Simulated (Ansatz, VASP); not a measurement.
**AlGa2P3: VASP beside Ansatz**

INCAR

```
PREC     = Accurate       # precision mode
ENCUT    = 520            # plane-wave cutoff, eV
EDIFF    = 1E-6           # SCF threshold, eV
ISMEAR   = -1             # smearing method
SIGMA    = 0.02           # smearing width, eV
LREAL    = F              # projectors in reciprocal space
LASPH    = T              # aspherical terms in the spheres
NELM     = 100            # most SCF steps
ALGO     = Normal         # electronic algorithm
ISIF     = 2              # what is computed and relaxed
LWAVE    = F              # write WAVECAR
LCHARG   = F              # write CHGCAR
GGA      = PE             # functional
NBANDS   = 31             # bands
```

File KPOINTS:

```
regular mesh
0
Gamma
  8 8 8
```

POSCAR

```
AlGa2P3
1.0
   -1.9311216733      5.7929231767      2.7300511852
    1.9311216733     -5.7929231767      2.7300511852
    1.9311216733      5.7929231767     -2.7300511852
Al P Ga
1 3 2
Direct
   -0.0004413442     -0.0004413442      0.0000000000
    0.7496382428      0.2496382428      0.5000000000
    0.4170330688      0.2502596631      0.1667734057
    0.0834862575      0.2502596631      0.8332265943
    0.6670529125      0.0001418876      0.6669110249
    0.3332308627      0.0001418876      0.3330889751
```

Input for Ansatz:

```yaml
crystal:
  lattice:
    - [-1.9311216733, 5.7929231767, 2.7300511852]
    - [1.9311216733, -5.7929231767, 2.7300511852]
    - [1.9311216733, 5.7929231767, -2.7300511852]
  atoms:
    - { symbol: Al, position: [-0.0004413442, -0.0004413442, 0.0] }
    - { symbol: P, position: [0.7496382428, 0.2496382428, 0.5] }
    - { symbol: Ga, position: [0.6670529125, 0.0001418876, 0.6669110249] }
    - { symbol: P, position: [0.4170330688, 0.2502596631, 0.1667734057] }
    - { symbol: Ga, position: [0.3332308627, 0.0001418876, 0.3330889751] }
    - { symbol: P, position: [0.0834862575, 0.2502596631, 0.8332265943] }
kpoints:
  mp_grid: { grid: [8, 8, 8] }
  band_path:
    path:
      - [[0.0, 0.0, 0.0], [0.5, -0.5, 0.5], [0.2777820153245, -0.2777820153245, 0.7222179846755]]
      - [[-0.2777820153245, 0.2777820153245, 0.2777820153245], [0.0, 0.0, 0.0], [0.3055246781336, 0.3055246781336, -0.3055246781336]]
      - [[0.6944753218664, -0.3055246781336, 0.3055246781336], [0.5, -0.5, 0.5]]
      - [[0.0, 0.0, 0.0], [-1.400291875529e-17, 0.5, 1.400291875529e-17], [0.25, 0.25, 0.25], [0.5, -1.400291875529e-17, 1.400291875529e-17], [0.0, 0.0, 0.0], [-1.066924109963e-17, 1.066924109963e-17, 0.5], [0.25, 0.25, 0.25]]
    npoints: 10
hamiltonian:
  xc: pbe
scf:
  occupations: { method: fermi_dirac, width: 0.02 }
  n_extra_bands: 5
output:
  forces: true
  stress: true
  eigenvalues: true
```

Alike in both runs: task single point; functional PBE; k mesh 8 × 8 × 8; occupations fermi-dirac, width 0.02 eV; no spin polarisation.

|  | VASP | Ansatz |
| --- | --- | --- |
| version | VASP 6.6.1 | Ansatz 0.2.0 |
| potentials or method | VASP PAW PBE potentials, release 64 (Al, P, Ga_d) | plane waves, PAW |
| plane-wave cutoff (eV) | 520 | 420 |
| valence electrons in the cell | 44 | 44 |

```tsv
	VASP	Ansatz	Ansatz less VASP
gap on the k mesh at the Fermi level (eV)	1.63	1.63	+0.001
pressure (GPa)	2.0	2.1	+0.05
rms of the force components (eV/Å)	0.029	0.028	-0.0019
```

With one functional, cell and mesh, what is left measures potentials, basis and numerics.
